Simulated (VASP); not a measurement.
Here is a VASP 6.6.1 calculation.

Contents of INCAR:

```
PREC = Accurate
ENCUT = 600
EDIFF = 1E-6
ISMEAR = -1
SIGMA = 0.1
LREAL = F
LASPH = T
NELM = 80
ALGO = Normal
ISIF = 3
LWAVE = F
LCHARG = F
GGA = PE
IBRION = 2
NSW = 60
EDIFFG = -0.005
PSTRESS = 1700.0
```

Contents of KPOINTS:

```
regular mesh
0
Gamma
  17 17 17
```

Contents of POSCAR:

```
GaN
1.0
    0.0000000000      1.9523288177      1.9523288177
    1.9523288177      0.0000000000      1.9523288177
    1.9523288177      1.9523288177      0.0000000000
Ga N
1 1
Direct
    0.0000000000      0.0000000000      0.0000000000
    0.2500000000      0.2500000000      0.2500000000
```

Potentials or basis: VASP PAW PBE potentials, release 64 (Ga_d, N).

Launch:

```sh
$ cat potpaw_PBE.64/Ga_d/POTCAR potpaw_PBE.64/N/POTCAR > POTCAR
$ mpirun -np 1 vasp_std > vasp.out
```

Q: Estimate the band gap on the k mesh.

A: 3.42 eV (least direct gap 4.11 eV).

Q: Estimate the relaxed cell.

A: a = 2.804 Å, b = 2.804 Å, c = 2.804 Å, α = 60.00°, β = 60.00°, γ = 60.00°.

Q: What does it give for the space group after relaxing (to 0.1 Å)?

A: F-43m (No. 216).

Final structure:
```
Ga N
1.0
     0.00000    1.98268    1.98268
     1.98268    0.00000    1.98268
     1.98268    1.98268    0.00000
Ga N
1 1
Direct
  0.00000 0.00000 0.00000
  0.25000 0.25000 0.25000
```

Caveat: the cell is relaxed towards a set pressure, so the run minimises the enthalpy, not the energy; an odd mesh through Γ misses points on the zone boundary, where band edges can lie.
